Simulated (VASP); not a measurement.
Write the native input for VASP 6.6.1 that does the following.

```
Task                   : single point
Functional             : LDA
Potentials or basis    : VASP PAW LDA potentials, release 64 (Ca_sv, La)
Cutoff                 : 520 eV
k mesh                 : 7 × 7 × 4
Occupations            : fermi-dirac, width 0.05 eV
Spin                   : no spin polarisation
Dipole correction      : no
Further INCAR settings : ALGO = Normal; EDIFF = 1e-07; NBANDS = 18
```

The structure of CaLa lies in POSCAR:

```
CaLa
1.0
    3.6194385600      0.0000000000      0.0000000000
   -1.8097192800      3.1344510421      0.0000000000
    0.0000000000      0.0000000000      6.0371890199
Ca La
1 1
Direct
    0.0000000000      0.0000000000      0.5000000000
    0.6666666667      0.3333333333      0.0000000000
```

One way to write it, as run:

INCAR

```
SYSTEM = CaLa
ALGO = Normal ; EDIFF = 1E-7
ENCUT = 520 ; GGA = CA
ISIF = 2 ; ISMEAR = -1
LASPH = .TRUE. ; LCHARG = .TRUE.
LELF = .TRUE. ; LREAL = .FALSE.
LVHAR = .TRUE. ; LWAVE = .FALSE.
NBANDS = 18 ; NELM = 80
PREC = Accurate ; SIGMA = 0.05
```

KPOINTS

```
k-points
0
G
  7 7 4
  0 0 0
```

Potentials or basis: VASP PAW LDA potentials, release 64 (Ca_sv, La).

Launch:

```console
$ cat potpaw_LDA.64/Ca_sv/POTCAR potpaw_LDA.64/La/POTCAR > POTCAR
$ mpirun -np 1 vasp_std > vasp.out
```

It gave:

```json
{"Pressure": "0.4 GPa"}
```

Wall time 28 s on 1 thread of Intel(R) Xeon(R) Platinum 8559C (Emerald Rapids) (shared host), peak memory 0.21 GiB.
